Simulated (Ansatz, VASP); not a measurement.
**Hf5Se8S2: VASP beside Ansatz**

```xyz
15
Lattice="0.0000 0.0000 -6.2621 0.0000 6.5191 0.0000 9.4096 -3.2596 0.0000" Properties=species:S:1:pos:R:3 pbc="T T T"
Hf    0.0000    0.0000    0.0000
Hf    3.7638    0.0000    0.0000
Hf    1.8819    3.2596    0.0000
Hf    7.5277    0.0000    0.0000
Hf    5.6457    3.2596    0.0000
Se    1.8819    1.0865   -1.4782
Se    5.6457    1.0865   -1.4782
Se    3.7638    4.3461   -1.4782
Se    0.0000    4.3461   -1.4782
Se    7.5277   -2.1730   -1.4782
Se    9.4096   -1.0865   -4.7840
Se    3.7638    2.1730   -4.7840
Se    1.8819    5.4326   -4.7840
S     7.5277    2.1730   -4.7840
S     5.6457   -1.0865   -4.7840
```

Alike in both runs: task single point; functional PBE; dispersion D3(BJ); k mesh 4 × 4 × 4; occupations gaussian, width 0.1 eV; no spin polarisation.

|  | VASP | Ansatz |
| --- | --- | --- |
| version | VASP 6.6.1 | Ansatz 0.2.0 |
| potentials or method | VASP PAW PBE potentials, release 64 (Hf_pv, Se, S), cutoff 520 eV | scalar-relativistic, plane waves, PAW |
| valence electrons in the cell | 110 | 270 |

```csv
,VASP,Ansatz,Ansatz less VASP
gap on the k mesh at the Fermi level (eV),0.83,0.82,-0.010
least direct gap on the mesh (eV),0.99,0.98,-0.004
pressure (GPa),0.5,0.9,+0.34
"traceless stress, the component that is largest in VASP (GPa)",1.87,1.82,-0.049
rms of the force components (eV/Å),0.553,0.561,+0.0077
```

Atom by atom the forces differ by 0.020 eV/Å (rms over components). VASP's potentials hold 110 valence electrons a cell and Ansatz's 270, so a difference there can come from the potentials and not from the codes.

Neither program's run includes spin-orbit coupling.
